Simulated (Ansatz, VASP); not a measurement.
## One calculation of Pb, two programs

File INCAR:

```
SYSTEM = Pb
PREC = Accurate ; ENCUT = 400
EDIFF = 1E-8 ; ISMEAR = -1
SIGMA = 0.08 ; LREAL = .False.
LASPH = .True. ; NELM = 120
ALGO = Normal ; ISIF = 2
LWAVE = .False. ; LCHARG = .False.
GGA = PS ; LEFG = .True.
NBANDS = 13 ; GGA_COMPAT = .False.
```

File KPOINTS:

```
regular mesh
0
Gamma
  18 18 18
  0 0 0
```

File POSCAR:

```
Pb
1.0
   -1.9796595667      1.9796595667      1.9796595667
    1.9796595667     -1.9796595667      1.9796595667
    1.9796595667      1.9796595667     -1.9796595667
Pb
1
Direct
    0.0000000000      0.0000000000      0.0000000000
```

Input for Ansatz:

```yaml
crystal:
  lattice:
    - [-1.9796595667, 1.9796595667, 1.9796595667]
    - [1.9796595667, -1.9796595667, 1.9796595667]
    - [1.9796595667, 1.9796595667, -1.9796595667]
  atoms:
    - { symbol: Pb, position: [0.0, 0.0, 0.0] }
kpoints:
  mp_grid: { grid: [18, 18, 18] }
scf:
  occupations: { method: fermi_dirac, width: 0.08 }
hamiltonian:
  xc: pbesol
  pseudopotentials: { kind: paw }
output:
  forces: true
  stress: true
  eigenvalues: true
  efg: { contact_densities: true }
```

Alike in both runs: task electric field gradients; functional PBEsol; k mesh 18 × 18 × 18; occupations fermi-dirac, width 0.08 eV; no spin polarisation.

```csv
,VASP,Ansatz
version,VASP 6.6.1,Ansatz 0.2.0
potentials or method,"VASP PAW PBE potentials, release 64 (Pb_d)","PAW with Ansatz's default frozen-core files, scalar-relativistic"
plane-wave cutoff (eV),400,420
valence electrons in the cell,14,14
```

```csv
,VASP,Ansatz,Ansatz less VASP
pressure (GPa),-1.6,-1.6,+0.06
```

VASP's potentials were made for PBE, not for PBEsol.

Neither program's run includes spin-orbit coupling.
